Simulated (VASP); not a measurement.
# BAs (Fm-3m) in VASP: further runs

The runs below take BAs through single point, relaxation of cell and atoms, with PBE.

All numbers are computed with VASP 6.6.1; they aren't measurements. Logs are shortened: lines on timing, memory, paths and dates and some standing lists are left out, and cuts for length are marked.

## (1) The cell of the first run

The structure is cubic, space group Fm-3m (No. 225). Conventional cell: a = 4.614 Å, b = 4.614 Å, c = 4.614 Å, α = 90.00°, β = 90.00°, γ = 90.00°. B (site symmetry m-3m) has 6 As at 2.31 Å within 3.0 Å. Within 3.0 Å of As (site symmetry m-3m) lie 6 B at 2.31 Å.

## (2) Single point, PBE

INCAR reads:

```
  PREC = Accurate
  ENCUT = 520
  EDIFF = 1E-6
  ISMEAR = 0
  SIGMA = 0.1
  LREAL = False
  LASPH = True
  NELM = 80
  ALGO = Normal
  ISIF = 2
  LWAVE = False
  LCHARG = True
  GGA = PE
  LELF = True
  LVHAR = True
  NBANDS = 11
```

KPOINTS reads:

```
regular mesh
0
Gamma
  20 20 20
```

POSCAR reads:

```
BAs
1.0
    0.0000000000      2.3068787874      2.3068787874
    2.3068787874      0.0000000000      2.3068787874
    2.3068787874      2.3068787874      0.0000000000
B As
1 1
Direct
    0.0000000000      0.0000000000      0.0000000000
    0.5000000000      0.5000000000      0.5000000000
```

Potentials or basis: VASP PAW PBE potentials, release 64 (B, As).

Run with:

```
cat potpaw_PBE.64/B/POTCAR potpaw_PBE.64/As/POTCAR > POTCAR
mpirun -np 1 vasp_std > vasp.out
```

OUTCAR:

```text
PREC = Accurate
   ENCUT = 520
   EDIFF = 1E-6
   ISMEAR = 0
   LREAL = False
   LASPH = True
   NELM = 80
   ISIF = 2
   GGA = PE

 ion  position               nearest neighbor table
   1  0.000  0.000  0.000-   2 2.31   2 2.31   2 2.31   2 2.31   2 2.31   2 2.31
   2  0.500  0.500  0.500-   1 2.31   1 2.31   1 2.31   1 2.31   1 2.31   1 2.31

  LATTYP: Found a face centered cubic cell.
 ALAT       =     4.6137575748

  Lattice vectors:

 A1 = (   0.0000000000,   2.3068787874,   2.3068787874)
 A2 = (   2.3068787874,   0.0000000000,   2.3068787874)
 A3 = (   2.3068787874,   2.3068787874,   0.0000000000)

Analysis of symmetry for initial positions (statically):
=====================================================================
 Subroutine PRICEL returns:
 Original cell was already a primitive cell.

 Routine SETGRP: Setting up the symmetry group for a
 face centered cubic supercell.

 Subroutine GETGRP returns: Found 48 space group operations
 (whereof 48 operations were pure point group operations)
 out of a pool of 48 trial point group operations.

The static configuration has the point symmetry O_h .

Analysis of symmetry for dynamics (positions and initial velocities):
=====================================================================
 Subroutine PRICEL returns:
 Original cell was already a primitive cell.

 Routine SETGRP: Setting up the symmetry group for a
 face centered cubic supercell.

 Subroutine GETGRP returns: Found 48 space group operations
 (whereof 48 operations were pure point group operations)
 out of a pool of 48 trial point group operations.

The dynamic configuration has the point symmetry O_h .

 Subroutine INISYM returns: Found 48 space group operations
 (whereof 48 operations are pure point group operations),
 and found     1 'primitive' translations

----------------------------------------------------------------------------------------

                                     Primitive cell

  volume of cell :      24.5530

  direct lattice vectors                    reciprocal lattice vectors
     0.000000000  2.306878787  2.306878787    -0.216743074  0.216743074  0.216743074
     2.306878787  0.000000000  2.306878787     0.216743074 -0.216743074  0.216743074
     2.306878787  2.306878787  0.000000000     0.216743074  0.216743074 -0.216743074

  length of vectors
     3.262419268  3.262419268  3.262419268     0.375410017  0.375410017  0.375410017

  position of ions in fractional coordinates (direct lattice)
     0.000000000  0.000000000  0.000000000
     0.500000000  0.500000000  0.500000000

  ion indices of the primitive-cell ions
   primitive index   ion index
                 1           1
                 2           2

[... 84 lines left out ...]
   EMIN   =  10.00;   EMAX   =-10.00  energy-range for DOS
   EFERMI =   0.00;   METHOD = LEGACY
   ISMEAR =     0;   SIGMA  =   0.10  broadening in eV -4-tet -1-fermi 0-gaus
   EFERMI_NEDOS =   21; number of points for ismear=-14 and -15
   IALGO  =     38    algorithm
   IMIX   =      4    mixing-type and parameters
     AMIX     =   0.40;   BMIX     =  1.00
     AMIX_MAG =   1.60;   BMIX_MAG =  1.00
  volume/ion in A,a.u.               =      12.28        82.85
  Fermi-wavevector in a.u.,A,eV,Ry     =   1.126514  2.128803 17.266263  1.269035
  Thomas-Fermi vector in A             =   2.263196
   LORBIT       =      0    0 simple, 1 ext, 2 COOP (PROOUT), +10 PAW based schemes
   GGA     = PE    functional components
   LHFCALC =     F    Hartree Fock is set to
   AEXX    =    0.0000 exact exchange contribution
   IVDW    =     0    specifies the selected vdW correction
   LEPSILON=     F    determine dielectric tensor
   LRPA    =     F    only Hartree local field effects (RPA)
 non-spin polarized calculation
 Gauss-broadening in eV      SIGMA  =   0.10
  energy-cutoff  :      520.00
  volume of cell :       24.55
 maximum number of plane-waves:       684
   NGX = 13   NGY = 13   NGZ = 13

 number of electron       7.9999999 magnetization

 Free energy of the ion-electron system (eV)
  ---------------------------------------------------
  ext. energy  EPLUGINS =         0.00000000
  ---------------------------------------------------
  free energy    TOTEN  =        -9.63335000 eV

  energy without entropy =       -9.62897248  energy(sigma->0) =       -9.63116124

 E-fermi :   7.2776     XC(G=0): -11.4213

 val. band max:        7.2664901032   @ k =   0.2500   0.1500   0.0500
 cond. band min:       7.2796142921   @ k =  -0.2500   0.2000   0.0500
 fundamental gap:      0.0131241889
 Fermi energy:         7.2775511331

 k-point     1 :       0.0000    0.0000    0.0000
  band No.  band energies     occupation
      1      -8.6261      2.00000
      2       7.2554      1.24558
      3       7.2554      1.24558
      4       7.2554      1.24557
      5      10.7224      0.00000
      6      14.9411      0.00000
      7      14.9411      0.00000
      8      14.9411      0.00000
      9      16.1398      0.00000
     10      16.1398      0.00000
     11      16.1398      0.00000
[... 309 lines left out ...]
 k-point    24 :      -0.3500    0.0500    0.0000
  band No.  band energies     occupation
      1      -6.1203      2.00000
      2      -0.4844      2.00000
      3       6.6825      2.00000
      4       8.3460      0.00000
      5       9.1194      0.00000
      6      10.1868      0.00000
      7      11.9914      0.00000
      8      13.3276      0.00000
      9      19.1392      0.00000
     10      20.4687      0.00000
     11      22.0330      0.00000

 [... further k-points ...]

------------------------ aborting loop because EDIFF is reached ----------------------------------------

  FORCE on cell =-STRESS in cart. coord.  units (eV):
  Direction    XX          YY          ZZ          XY          YZ          ZX
  --------------------------------------------------------------------------------------
  -------------------------------------------------------------------------------------
  Total        0.0496313      0.0496313      0.0496313      0.0000000      0.0000000      0.0000000
  in kB        3.2386373      3.2386373      3.2386373      0.0000000      0.0000000      0.0000000
  external PRESSURE =       3.2386373 kB  Pullay stress =       0.0000000 kB

 VOLUME and BASIS-vectors are now :
 -----------------------------------------------------------------------------
  energy-cutoff  :      520.00
  volume of cell :       24.55
      direct lattice vectors                 reciprocal lattice vectors
     0.000000000  2.306878787  2.306878787    -0.216743074  0.216743074  0.216743074
     2.306878787  0.000000000  2.306878787     0.216743074 -0.216743074  0.216743074
     2.306878787  2.306878787  0.000000000     0.216743074  0.216743074 -0.216743074

 POSITION                                       TOTAL-FORCE (eV/Angst)
 -----------------------------------------------------------------------------------
      0.00000      0.00000      0.00000         0.000000      0.000000      0.000000
      2.30688      2.30688      2.30688        -0.000000     -0.000000     -0.000000
 -----------------------------------------------------------------------------------
    total drift:                                0.000000     -0.000000     -0.000000

  FREE ENERGIE OF THE ION-ELECTRON SYSTEM (eV)
  ---------------------------------------------------
  free  energy   TOTEN  =        -9.6333499991 eV

  energy  without entropy=       -9.6289724780  energy(sigma->0) =       -9.63116124
```

stdout:

```text
POSCAR found type information on POSCAR B As
 POSCAR found :  2 types and       2 ions
 scaLAPACK will be used
 LDA part: xc-table for (Slater+PW92), standard interpolation
 POSCAR, INCAR and KPOINTS ok, starting setup
 FFT: planning ... GRIDC
 FFT: planning ... GRID_SOFT
 FFT: planning ... GRID
 WAVECAR not read
 entering main loop
```

Wall time 24 s (1 thread of Intel Xeon Platinum 8375C at 2.90GHz (Ice Lake), shared host); peak memory 0.2 GiB.

What came out:

```yaml
Free_energy: -9.6333 eV
Pressure: 0.3 GPa
Band_gap_on_the_k_mesh: zero (band 4 reaches 8.84 eV, above the bottom of band 5 at 3.88 eV)
```

Levels at points of the mesh, in eV from the Fermi level:
```tsv
k point	band 2	band 3	band 4	band 5	band 6	band 7
(0.00, 0.00, 0.00)	-0.02	-0.02	-0.02	3.44	7.66	7.66
(0.50, 0.00, 0.00)	-9.69	1.06	1.06	1.33	1.33	4.12
(0.50, 0.50, 0.00)	-7.88	-3.72	-3.72	-3.40	3.70	10.56
```

## (3) Relaxation of cell and atoms, PBE

INCAR reads:

```
SYSTEM = BAs
ALGO = Normal ; EDIFF = 1E-6
EDIFFG = -0.01 ; ENCUT = 600
GGA = PE ; IBRION = 2
ISIF = 3 ; ISMEAR = 0
LASPH = .TRUE. ; LCHARG = .FALSE.
LREAL = .FALSE. ; LWAVE = .FALSE.
NELM = 60 ; NSW = 100
PREC = Accurate ; SIGMA = 0.1
```

KPOINTS reads:

```
k-points
0
G
  20 20 20
  0 0 0
```

POSCAR reads:

```
BAs
1.0
    0.0000000000      2.3080334413      2.3080334413
    2.3080334413      0.0000000000      2.3080334413
    2.3080334413      2.3080334413      0.0000000000
B As
1 1
Direct
    0.0000000000      0.0000000000      0.0000000000
    0.5000000000      0.5000000000      0.5000000000
```

Potentials or basis: VASP PAW PBE potentials, release 64 (B, As).

Run with:

```
cat potpaw_PBE.64/B/POTCAR potpaw_PBE.64/As/POTCAR > POTCAR
mpirun -np 1 vasp_std > vasp.out
```

OUTCAR:

```text
SYSTEM = BAs
   EDIFF = 1E-6
   EDIFFG = -0.01
   ENCUT = 600
   GGA = PE
   IBRION = 2
   ISIF = 3
   ISMEAR = 0
   LASPH = .TRUE.
   LREAL = .FALSE.
   NELM = 60
   NSW = 100
   PREC = Accurate

 ion  position               nearest neighbor table
   1  0.000  0.000  0.000-   2 2.31   2 2.31   2 2.31   2 2.31   2 2.31   2 2.31
   2  0.500  0.500  0.500-   1 2.31   1 2.31   1 2.31   1 2.31   1 2.31   1 2.31

  LATTYP: Found a face centered cubic cell.
 ALAT       =     4.6160668826

  Lattice vectors:

 A1 = (   0.0000000000,   2.3080334413,   2.3080334413)
 A2 = (   2.3080334413,   0.0000000000,   2.3080334413)
 A3 = (   2.3080334413,   2.3080334413,   0.0000000000)

Analysis of symmetry for initial positions (statically):
=====================================================================
 Subroutine PRICEL returns:
 Original cell was already a primitive cell.

 Routine SETGRP: Setting up the symmetry group for a
 face centered cubic supercell.

 Subroutine GETGRP returns: Found 48 space group operations
 (whereof 48 operations were pure point group operations)
 out of a pool of 48 trial point group operations.

The static configuration has the point symmetry O_h .

Analysis of symmetry for dynamics (positions and initial velocities):
=====================================================================
 Subroutine PRICEL returns:
 Original cell was already a primitive cell.

 Routine SETGRP: Setting up the symmetry group for a
 face centered cubic supercell.

 Subroutine GETGRP returns: Found 48 space group operations
 (whereof 48 operations were pure point group operations)
 out of a pool of 48 trial point group operations.

The dynamic configuration has the point symmetry O_h .

 Subroutine INISYM returns: Found 48 space group operations
 (whereof 48 operations are pure point group operations),
[... 119 lines left out ...]
  Thomas-Fermi vector in A             =   2.262630
   LORBIT       =      0    0 simple, 1 ext, 2 COOP (PROOUT), +10 PAW based schemes
   GGA     = PE    functional components
   LHFCALC =     F    Hartree Fock is set to
   AEXX    =    0.0000 exact exchange contribution
   IVDW    =     0    specifies the selected vdW correction
   LEPSILON=     F    determine dielectric tensor
   LRPA    =     F    only Hartree local field effects (RPA)
 conjugate gradient relaxation of ions
 non-spin polarized calculation
 Gauss-broadening in eV      SIGMA  =   0.10
  energy-cutoff  :      600.00
  volume of cell :       24.59
 maximum number of plane-waves:       869
 NGX is ok and might be reduce to    28
   NGX = 13   NGY = 13   NGZ = 13

 number of electron       8.0000000 magnetization

 Free energy of the ion-electron system (eV)
  ---------------------------------------------------
  ext. energy  EPLUGINS =         0.00000000
  ---------------------------------------------------
  free energy    TOTEN  =        -9.63397363 eV

  energy without entropy =       -9.62959432  energy(sigma->0) =       -9.63178398

 E-fermi :   7.2592     XC(G=0): -11.4147

 val. band max:        7.2472163188   @ k =   0.2500   0.1500   0.0500
 cond. band min:       7.2628650944   @ k =  -0.2500   0.2000   0.0500
 fundamental gap:      0.0156487756
 Fermi energy:         7.2591866480

 k-point     1 :       0.0000    0.0000    0.0000
  band No.  band energies     occupation
      1      -8.6289      2.00000
      2       7.2373      1.24255
      3       7.2373      1.24255
      4       7.2373      1.24255
      5      10.6839      0.00000
      6      14.9125      0.00000
      7      14.9125      0.00000
      8      14.9125      0.00000
[... 243 lines left out ...]
 k-point    24 :      -0.3500    0.0500    0.0000
  band No.  band energies     occupation
      1      -6.1267      2.00000
      2      -0.4948      2.00000
      3       6.6661      2.00000
      4       8.3281      0.00000
      5       9.0998      0.00000
      6      10.1656      0.00000
      7      11.9634      0.00000
      8      13.3011      0.00000

 [... further k-points ...]

------------------------ aborting loop because EDIFF is reached ----------------------------------------

  FORCE on cell =-STRESS in cart. coord.  units (eV):
  Direction    XX          YY          ZZ          XY          YZ          ZX
  --------------------------------------------------------------------------------------
  -------------------------------------------------------------------------------------
  Total        0.0176086      0.0176086      0.0176086      0.0000000      0.0000000     -0.0000000
  in kB        1.1473051      1.1473051      1.1473051      0.0000000      0.0000000     -0.0000000
  external PRESSURE =       1.1473051 kB  Pullay stress =       0.0000000 kB

 VOLUME and BASIS-vectors are now :
 -----------------------------------------------------------------------------
  energy-cutoff  :      600.00
  volume of cell :       24.59
      direct lattice vectors                 reciprocal lattice vectors
     0.000000000  2.308033441  2.308033441    -0.216634643  0.216634643  0.216634643
     2.308033441  0.000000000  2.308033441     0.216634643 -0.216634643  0.216634643
     2.308033441  2.308033441  0.000000000     0.216634643  0.216634643 -0.216634643

 POSITION                                       TOTAL-FORCE (eV/Angst)
 -----------------------------------------------------------------------------------
      0.00000      0.00000      0.00000         0.000000      0.000000      0.000000
      2.30803      2.30803      2.30803        -0.000000     -0.000000     -0.000000
 -----------------------------------------------------------------------------------
    total drift:                                0.000000      0.000000      0.000000

  FREE ENERGIE OF THE ION-ELECTRON SYSTEM (eV)
  ---------------------------------------------------
  free  energy   TOTEN  =        -9.6339736329 eV

  energy  without entropy=       -9.6295943182  energy(sigma->0) =       -9.63178398

 reached required accuracy - stopping structural energy minimisation
```

OSZICAR:

```text
N       E                     dE             d eps       ncg     rms          rms(c)
DAV:   1     0.136483620450E+02    0.13648E+02   -0.43428E+03  4104   0.100E+03
DAV:   2    -0.954949987228E+01   -0.23198E+02   -0.22599E+02  6080   0.110E+02
DAV:   3    -0.984634599525E+01   -0.29685E+00   -0.29540E+00  4816   0.160E+01
DAV:   4    -0.984679643506E+01   -0.45044E-03   -0.45028E-03  6744   0.610E-01
DAV:   5    -0.984679653632E+01   -0.10125E-06   -0.10184E-06  4776   0.570E-03    0.372E+00
DAV:   6    -0.963650311911E+01    0.21029E+00   -0.88120E-01  5112   0.445E+00    0.186E+00
DAV:   7    -0.963326320949E+01    0.32399E-02   -0.67500E-02  6392   0.171E+00    0.841E-01
DAV:   8    -0.963391659435E+01   -0.65338E-03   -0.27507E-03  4488   0.486E-01    0.646E-02
DAV:   9    -0.963396689765E+01   -0.50303E-04   -0.24808E-04  5960   0.102E-01    0.392E-02
DAV:  10    -0.963397459702E+01   -0.76994E-05   -0.23449E-05  5184   0.407E-02    0.582E-03
DAV:  11    -0.963397363286E+01    0.96416E-06   -0.66743E-06  5848   0.128E-02
   1 F= -.96339736E+01 E0= -.96317840E+01  d E =-.963397E+01
```

Run time: 45 s. Hardware: 1 thread of Intel Xeon Platinum 8375C at 2.90GHz (Ice Lake), shared host; peak memory 0.22 GiB.

Results:

| Item | Value |
| --- | --- |
| Free energy | -9.6340 eV |
| Pressure after relaxing | 0.1 GPa |
| Band gap on the k mesh | zero (band 4 reaches 8.83 eV, above the bottom of band 5 at 3.86 eV) |

Final structure:
```
B As
1.0
     0.00000    2.30803    2.30803
     2.30803    0.00000    2.30803
     2.30803    2.30803    0.00000
B As
1 1
Cartesian
  0.0000 0.0000 0.0000
  2.3080 2.3080 2.3080
```

Caveat: the relaxation stopped at its first step, so nothing moved.
